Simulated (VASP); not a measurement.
# Cs4H (F-43m) in VASP: notebook

The runs below take Cs4H through single point, with PBE.

Program: VASP 6.6.1. These are calculated values, not measurements. Logs are shortened: lines on timing, memory, paths and dates and some standing lists are left out, and cuts for length are marked.

### 1 The cell of the first run

Symmetry: F-43m, No. 216, cubic system. The conventional cell has a = 9.614 Å, b = 9.614 Å, c = 9.614 Å, α = 90.00°, β = 90.00°, γ = 90.00°. Cs (site symmetry 3m) has 6 Cs at 3.40 Å and 3 H at 3.99 Å within 4.5 Å. H (site symmetry -43m) has 12 Cs at 3.99 Å within 5.2 Å.

The cell was generated, and may not be a known phase.

### 2 Single point, PBE

Contents of INCAR:

```
PREC = Accurate
ENCUT = 520
EDIFF = 1E-6
ISMEAR = 0
SIGMA = 0.1
LREAL = F
LASPH = T
NELM = 60
ALGO = Normal
ISIF = 2
LWAVE = F
LCHARG = F
GGA = PE
NBANDS = 26
```

Contents of KPOINTS:

```
Automatic mesh
0
Gamma
  4 4 4
```

Contents of POSCAR:

```
Cs4H
1.0
    0.0000000000      4.8069932800      4.8069932800
    4.8069932800      0.0000000000      4.8069932800
    4.8069932800      4.8069932800      0.0000000000
Cs H
4 1
Direct
    0.3748771100      0.3748771100      0.3748771100
    0.3748771100      0.3748771100      0.8753686800
    0.3748771100      0.8753686800      0.3748771100
    0.8753686800      0.3748771100      0.3748771100
    0.0000000000      0.0000000000      0.0000000000
```

Potentials or basis: VASP PAW PBE potentials, release 64 (Cs_sv, H).

Command:

```sh
> cat potpaw_PBE.64/Cs_sv/POTCAR potpaw_PBE.64/H/POTCAR > POTCAR
> mpirun -np 1 vasp_std > vasp.out
```

OUTCAR:

```text
PREC = Accurate
   ENCUT = 520
   EDIFF = 1E-6
   ISMEAR = 0
   LREAL = F
   LASPH = T
   NELM = 60
   ISIF = 2
   GGA = PE

 ion  position               nearest neighbor table
   1  0.375  0.375  0.375-
   2  0.375  0.375  0.875-
   3  0.375  0.875  0.375-
   4  0.875  0.375  0.375-
   5  0.000  0.000  0.000-

  LATTYP: Found a face centered cubic cell.
 ALAT       =     9.6139865600

  Lattice vectors:

 A1 = (   0.0000000000,   4.8069932800,   4.8069932800)
 A2 = (   4.8069932800,   0.0000000000,   4.8069932800)
 A3 = (   4.8069932800,   4.8069932800,   0.0000000000)

Analysis of symmetry for initial positions (statically):
=====================================================================
 Subroutine PRICEL returns:
 Original cell was already a primitive cell.

 Routine SETGRP: Setting up the symmetry group for a
 face centered cubic supercell.

 Subroutine GETGRP returns: Found 24 space group operations
 (whereof 24 operations were pure point group operations)
 out of a pool of 48 trial point group operations.

The static configuration has the point symmetry T_d .

Analysis of symmetry for dynamics (positions and initial velocities):
=====================================================================
 Subroutine PRICEL returns:
 Original cell was already a primitive cell.

 Routine SETGRP: Setting up the symmetry group for a
 face centered cubic supercell.

 Subroutine GETGRP returns: Found 24 space group operations
 (whereof 24 operations were pure point group operations)
 out of a pool of 48 trial point group operations.

The dynamic configuration has the point symmetry T_d .

 Subroutine INISYM returns: Found 24 space group operations
 (whereof 24 operations are pure point group operations),
 and found     1 'primitive' translations

----------------------------------------------------------------------------------------

                                     Primitive cell

  volume of cell :     222.1522

  direct lattice vectors                    reciprocal lattice vectors
     0.000000000  4.806993280  4.806993280    -0.104015124  0.104015124  0.104015124
     4.806993280  0.000000000  4.806993280     0.104015124 -0.104015124  0.104015124
     4.806993280  4.806993280  0.000000000     0.104015124  0.104015124 -0.104015124

  length of vectors
     6.798115091  6.798115091  6.798115091     0.180159479  0.180159479  0.180159479

  position of ions in fractional coordinates (direct lattice)
     0.374877110  0.374877110  0.374877110
     0.374877110  0.374877110  0.875368680
     0.374877110  0.875368680  0.374877110
     0.875368680  0.374877110  0.374877110
     0.000000000  0.000000000  0.000000000

  ion indices of the primitive-cell ions
   primitive index   ion index
                 1           1
                 2           2
                 3           3
                 4           4
                 5           5

----------------------------------------------------------------------------------------

 KPOINTS: Automatic mesh

Automatic generation of k-mesh.
 Grid dimensions read from file:
 generate k-points for:    4    4    4

 Generating k-lattice:

  Cartesian coordinates                     Fractional coordinates (reciprocal lattice)
    -0.026003781  0.026003781  0.026003781     0.250000000  0.000000000  0.000000000
     0.026003781 -0.026003781  0.026003781     0.000000000  0.250000000  0.000000000
     0.026003781  0.026003781 -0.026003781     0.000000000  0.000000000  0.250000000

  Length of vectors
     0.045039870  0.045039870  0.045039870

  Shift w.r.t. Gamma in fractional coordinates (k-lattice)
     0.000000000  0.000000000  0.000000000

 Subroutine IBZKPT returns following result:
 ===========================================

 Found      8 irreducible k-points:

 Following reciprocal coordinates:
            Coordinates               Weight
  0.000000  0.000000  0.000000      1.000000
  0.250000  0.000000  0.000000      8.000000
  0.500000  0.000000  0.000000      4.000000
  0.250000  0.250000  0.000000      6.000000
  0.500000  0.250000  0.000000     24.000000
 -0.250000  0.250000  0.000000     12.000000
  0.500000  0.500000  0.000000      3.000000
 -0.250000  0.500000  0.250000      6.000000
   k-points           NKPTS =      8   k-points in BZ     NKDIM =      8   number of bands    NBANDS=     26
   number of dos      NEDOS =    301   number of ions     NIONS =      5
   total plane-waves  NPLWV = 157464
   dimension x,y,z NGX =    54 NGY =   54 NGZ =   54
   dimension x,y,z NGXF=   108 NGYF=  108 NGZF=  108
   ions per type =               4   1
   NGX,Y,Z   is equivalent  to a cutoff of  13.21, 13.21, 13.21 a.u.
   NGXF,Y,Z  is equivalent  to a cutoff of  26.41, 26.41, 26.41 a.u.
 SYSTEM =  unknown system
   PREC   = accura    normal or accurate (medium, high low for compatibility)
   ISTART =      0    job   : 0-new  1-cont  2-samecut
   ICHARG =      2    charge: 1-file 2-atom 10-const
   ISPIN  =      1    spin polarized calculation?
   LNONCOLLINEAR =      F non collinear calculations
   LSORBIT =      F    spin-orbit coupling
   LASPH  =      T    aspherical Exc in radial PAW
   ENCUT  =  520.0 eV  38.22 Ry    6.18 a.u.  12.64 12.64 12.64*2*pi/ulx,y,z
   NELM   =     60;   NELMIN=  2; NELMDL= -5     # of ELM steps
   EDIFF  = 0.1E-05   stopping-criterion for ELM
   LREAL  =      F    real-space projection
   EDIFFG = 0.1E-04   stopping-criterion for IOM
   NSW    =      0    number of steps for IOM
   IBRION =     -1    ionic relax: 0-MD 1-quasi-New 2-CG
   NFREE  =      0    steps in history (QN), initial steepest desc. (CG)
   ISIF   =      2    stress and relaxation
   ISYM   =      2    0-nonsym 1-usesym 2-fastsym
   POTIM  = 0.5000    time-step for ionic-motion
   TEBEG  =    0.0;   TEEND  =   0.0 temperature during run
   PSTRESS=    0.0 pullay stress
   NELECT =      37.0000    total number of electrons
   NUPDOWN=      -1.0000    fix difference up-down
   EMIN   =  10.00;   EMAX   =-10.00  energy-range for DOS
   EFERMI =   0.00;   METHOD = LEGACY
   ISMEAR =     0;   SIGMA  =   0.10  broadening in eV -4-tet -1-fermi 0-gaus
   EFERMI_NEDOS =   21; number of points for ismear=-14 and -15
   IALGO  =     38    algorithm
   IMIX   =      4    mixing-type and parameters
     AMIX     =   0.40;   BMIX     =  1.00
     AMIX_MAG =   1.60;   BMIX_MAG =  1.00
  volume/ion in A,a.u.               =      44.43       299.83
  Fermi-wavevector in a.u.,A,eV,Ry     =   0.900724  1.702122 11.038465  0.811304
  Thomas-Fermi vector in A             =   2.023717
   LORBIT       =      0    0 simple, 1 ext, 2 COOP (PROOUT), +10 PAW based schemes
   GGA     = PE    functional components
   LHFCALC =     F    Hartree Fock is set to
   AEXX    =    0.0000 exact exchange contribution
   IVDW    =     0    specifies the selected vdW correction
   LEPSILON=     F    determine dielectric tensor
   LRPA    =     F    only Hartree local field effects (RPA)
 non-spin polarized calculation
 Gauss-broadening in eV      SIGMA  =   0.10
  energy-cutoff  :      520.00
  volume of cell :      222.15
 maximum number of plane-waves:      6008
 NGX is ok and might be reduce to    54
   NGX = 25   NGY = 25   NGZ = 25

 number of electron      37.0000000 magnetization

 Free energy of the ion-electron system (eV)
  ---------------------------------------------------
  ext. energy  EPLUGINS =         0.00000000
  ---------------------------------------------------
  free energy    TOTEN  =        -1.53487287 eV

  energy without entropy =       -1.50283250  energy(sigma->0) =       -1.51885268

 E-fermi :   2.9625     XC(G=0):  -7.5789

 val. band max:        2.9382975775   @ k =  -0.2500   0.2500   0.0000
 cond. band min:       3.0107155156   @ k =   0.2500   0.0000   0.0000
 fundamental gap:      0.0724179381
 Fermi energy:         2.9625384855

 k-point     1 :       0.0000    0.0000    0.0000
  band No.  band energies     occupation
      1     -22.2449      2.00000
      2     -21.3543      2.00000
      3     -21.3543      2.00000
      4     -21.3543      2.00000
      5     -11.3683      2.00000
      6      -9.6150      2.00000
[... 18 lines left out ...]
     25       3.5895      0.00000
     26       4.1712      0.00000

 k-point     2 :       0.2500    0.0000    0.0000
  band No.  band energies     occupation
      1     -22.1635      2.00000
      2     -21.4638      2.00000
      3     -21.3557      2.00000
      4     -21.3557      2.00000
      5     -11.0658      2.00000
      6      -9.5092      2.00000
[... 18 lines left out ...]
     25       4.3192      0.00000
     26       4.6783      0.00000

 k-point     3 :       0.5000    0.0000    0.0000
  band No.  band energies     occupation
      1     -22.0459      2.00000
      2     -21.6089      2.00000
      3     -21.3570      2.00000
      4     -21.3570      2.00000
      5     -10.7197      2.00000
      6      -9.3462      2.00000
[... 18 lines left out ...]
     25       4.5747      0.00000
     26       4.5747      0.00000

 k-point     4 :       0.2500    0.2500    0.0000
  band No.  band energies     occupation
      1     -22.1305      2.00000
      2     -21.5040      2.00000
      3     -21.3571      2.00000
      4     -21.3571      2.00000
      5     -10.9318      2.00000
      6      -9.6528      2.00000
[... 18 lines left out ...]
     25       4.2690      0.00000
     26       4.5970      0.00000

 k-point     5 :       0.5000    0.2500    0.0000
  band No.  band energies     occupation
      1     -21.9859      2.00000
      2     -21.6752      2.00000
      3     -21.3593      2.00000
      4     -21.3584      2.00000
      5     -10.4602      2.00000
      6      -9.5907      2.00000
[... 18 lines left out ...]
     25       4.6293      0.00000
     26       4.8647      0.00000

 k-point     6 :      -0.2500    0.2500    0.0000
  band No.  band energies     occupation
      1     -22.0466      2.00000
      2     -21.6063      2.00000
      3     -21.3590      2.00000
      4     -21.3570      2.00000
      5     -10.6566      2.00000
      6      -9.4912      2.00000
[... 18 lines left out ...]
     25       4.7564      0.00000
     26       4.8183      0.00000

 k-point     7 :       0.5000    0.5000    0.0000
  band No.  band energies     occupation
      1     -21.8394      2.00000
      2     -21.8297      2.00000
      3     -21.3599      2.00000
      4     -21.3599      2.00000
      5     -10.0196      2.00000
      6     -10.0056      2.00000
[... 18 lines left out ...]
     25       4.8359      0.00000
     26       4.8359      0.00000

 k-point     8 :      -0.2500    0.5000    0.2500
  band No.  band energies     occupation
      1     -21.8394      2.00000
      2     -21.8297      2.00000
      3     -21.3599      2.00000
      4     -21.3599      2.00000
      5      -9.9596      2.00000
      6      -9.9431      2.00000
[... 18 lines left out ...]
     25       4.7367      0.00000
     26       4.7453      0.00000

------------------------ aborting loop because EDIFF is reached ----------------------------------------

  FORCE on cell =-STRESS in cart. coord.  units (eV):
  Direction    XX          YY          ZZ          XY          YZ          ZX
  --------------------------------------------------------------------------------------
  -------------------------------------------------------------------------------------
  Total        6.4851512      6.4851512      6.4851512     -0.0000000     -0.0000000      0.0000000
  in kB       46.7713758     46.7713758     46.7713758     -0.0000000     -0.0000000      0.0000000
  external PRESSURE =      46.7713758 kB  Pullay stress =       0.0000000 kB

 VOLUME and BASIS-vectors are now :
 -----------------------------------------------------------------------------
  energy-cutoff  :      520.00
  volume of cell :      222.15
      direct lattice vectors                 reciprocal lattice vectors
     0.000000000  4.806993280  4.806993280    -0.104015124  0.104015124  0.104015124
     4.806993280  0.000000000  4.806993280     0.104015124 -0.104015124  0.104015124
     4.806993280  4.806993280  0.000000000     0.104015124  0.104015124 -0.104015124

 POSITION                                       TOTAL-FORCE (eV/Angst)
 -----------------------------------------------------------------------------------
      3.60406      3.60406      3.60406         0.012819      0.012819      0.012819
      6.00992      6.00992      3.60406        -0.012819     -0.012819      0.012819
      6.00992      3.60406      6.00992        -0.012819      0.012819     -0.012819
      3.60406      6.00992      6.00992         0.012819     -0.012819     -0.012819
      0.00000      0.00000      0.00000        -0.000000     -0.000000     -0.000000
 -----------------------------------------------------------------------------------
    total drift:                               -0.000055     -0.000055     -0.000055

  FREE ENERGIE OF THE ION-ELECTRON SYSTEM (eV)
  ---------------------------------------------------
  free  energy   TOTEN  =        -1.5348728661 eV

  energy  without entropy=       -1.5028324979  energy(sigma->0) =       -1.51885268
```

Run time: 99 s. Hardware: 1 thread of Oxide Virtual Turin-like, shared host; peak memory 0.35 GiB.

Results:

* Free energy: -1.5349 eV
* Pressure: 4.7 GPa
* Largest force: 0.022 eV/Å
* Band gap on the k mesh: zero (an odd number of electrons rules out a gap without spin polarisation)

Forces in eV/Å, atoms in the order of the input:
```
Cs   0.013  0.013  0.013
Cs  -0.013 -0.013  0.013
Cs  -0.013  0.013 -0.013
Cs   0.013 -0.013 -0.013
H    0.000  0.000  0.000
```

Caveat: the cell stands under pressure; spin-orbit coupling is left out, which moves the levels of the heavy elements.

### 3 Single point, PBE

This run uses another cell than the first one, of 106.58 Å³/atom.

Contents of INCAR:

```
PREC = Accurate ; ENCUT = 520
EDIFF = 1E-6 ; ISMEAR = 0
SIGMA = 0.1 ; LREAL = False
LASPH = True ; NELM = 80
ALGO = Normal ; ISIF = 2
LWAVE = False ; LCHARG = False
GGA = PE ; NBANDS = 26
```

Contents of KPOINTS:

```
regular mesh
0
Gamma
  4 4 4
```

Contents of POSCAR:

```
Cs4H
1.0
    0.0000000000      6.4348084309      6.4348084309
    6.4348084309      0.0000000000      6.4348084309
    6.4348084309      6.4348084309      0.0000000000
Cs H
4 1
Direct
    0.3748270350      0.3748270350      0.3748270350
    0.3748270350      0.3748270350      0.8755188951
    0.3748270350      0.8755188951      0.3748270350
    0.8755188951      0.3748270350      0.3748270350
    0.0000000000      0.0000000000      0.0000000000
```

Potentials or basis: VASP PAW PBE potentials, release 64 (Cs_sv, H).

Command:

```sh
> cat potpaw_PBE.64/Cs_sv/POTCAR potpaw_PBE.64/H/POTCAR > POTCAR
> mpirun -np 1 vasp_std > vasp.out
```

OUTCAR:

```text
PREC = Accurate
   ENCUT = 520
   EDIFF = 1E-6
   ISMEAR = 0
   LREAL = False
   LASPH = True
   NELM = 80
   ISIF = 2
   GGA = PE

 ion  position               nearest neighbor table
   1  0.375  0.375  0.375-
   2  0.375  0.375  0.876-
   3  0.375  0.876  0.375-
   4  0.876  0.375  0.375-
   5  0.000  0.000  0.000-

  LATTYP: Found a face centered cubic cell.
 ALAT       =    12.8696168618

  Lattice vectors:
[... 409 lines left out ...]

  FORCE on cell =-STRESS in cart. coord.  units (eV):
  Direction    XX          YY          ZZ          XY          YZ          ZX
  --------------------------------------------------------------------------------------
  -------------------------------------------------------------------------------------
  Total        1.2910101      1.2910101      1.2910101     -0.0000000      0.0000000     -0.0000000
  in kB        3.8815336      3.8815336      3.8815336     -0.0000000      0.0000000     -0.0000000
  external PRESSURE =       3.8815336 kB  Pullay stress =       0.0000000 kB

 VOLUME and BASIS-vectors are now :
 -----------------------------------------------------------------------------
  energy-cutoff  :      520.00
  volume of cell :      532.89
      direct lattice vectors                 reciprocal lattice vectors
     0.000000000  6.434808431  6.434808431    -0.077702391  0.077702391  0.077702391
     6.434808431  0.000000000  6.434808431     0.077702391 -0.077702391  0.077702391
     6.434808431  6.434808431  0.000000000     0.077702391  0.077702391 -0.077702391

 POSITION                                       TOTAL-FORCE (eV/Angst)
 -----------------------------------------------------------------------------------
      4.82388      4.82388      4.82388        -0.029533     -0.029533     -0.029533
      8.04574      8.04574      4.82388         0.029533      0.029533     -0.029533
      8.04574      4.82388      8.04574         0.029533     -0.029533      0.029533
      4.82388      8.04574      8.04574        -0.029533      0.029533      0.029533
      0.00000      0.00000      0.00000        -0.000000     -0.000000     -0.000000
 -----------------------------------------------------------------------------------
    total drift:                               -0.000000     -0.000000     -0.000000

  FREE ENERGIE OF THE ION-ELECTRON SYSTEM (eV)
  ---------------------------------------------------
  free  energy   TOTEN  =        -4.3401322810 eV

  energy  without entropy=       -4.3144314029  energy(sigma->0) =       -4.32728184
```

OSZICAR:

```text
N       E                     dE             d eps       ncg     rms          rms(c)
DAV:   1     0.306331222718E+03    0.30633E+03   -0.11489E+04   416   0.988E+02
DAV:   2     0.461533165766E+02   -0.26018E+03   -0.25586E+03   602   0.189E+02
DAV:   3    -0.459629522654E+01   -0.50750E+02   -0.50613E+02   514   0.855E+01
[... 11 lines left out ...]
DAV:  15    -0.434013852325E+01   -0.72018E-04   -0.49268E-04   466   0.368E-02    0.253E-02
DAV:  16    -0.434013146693E+01    0.70563E-05   -0.10426E-04   360   0.140E-02    0.942E-03
DAV:  17    -0.434015803729E+01   -0.26570E-04   -0.11882E-04   372   0.108E-02    0.263E-02
DAV:  18    -0.434013229331E+01    0.25744E-04   -0.10608E-04   364   0.979E-03    0.553E-03
DAV:  19    -0.434013228096E+01    0.12348E-07   -0.97556E-06   358   0.417E-03
   1 F= -.43401323E+01 E0= -.43272818E+01  d E =-.257009E-01
```

Wall time 5.3 min (1 thread of Oxide Virtual Turin-like, shared host); peak memory 0.68 GiB.

Results:

| Item | Value |
| --- | --- |
| Free energy | -4.3401 eV |
| Pressure | 0.4 GPa |
| Largest force | 0.051 eV/Å |
| Band gap on the k mesh | zero (an odd number of electrons rules out a gap without spin polarisation) |

Forces on the atoms (eV/Å):
```
Cs  -0.030 -0.030 -0.030
Cs   0.030  0.030 -0.030
Cs   0.030 -0.030  0.030
Cs  -0.030  0.030  0.030
H    0.000  0.000  0.000
```

Caveat: spin-orbit coupling is left out, which moves the levels of the heavy elements.

The gap in the log of VASP goes by the Fermi energy; the results here count the filled bands.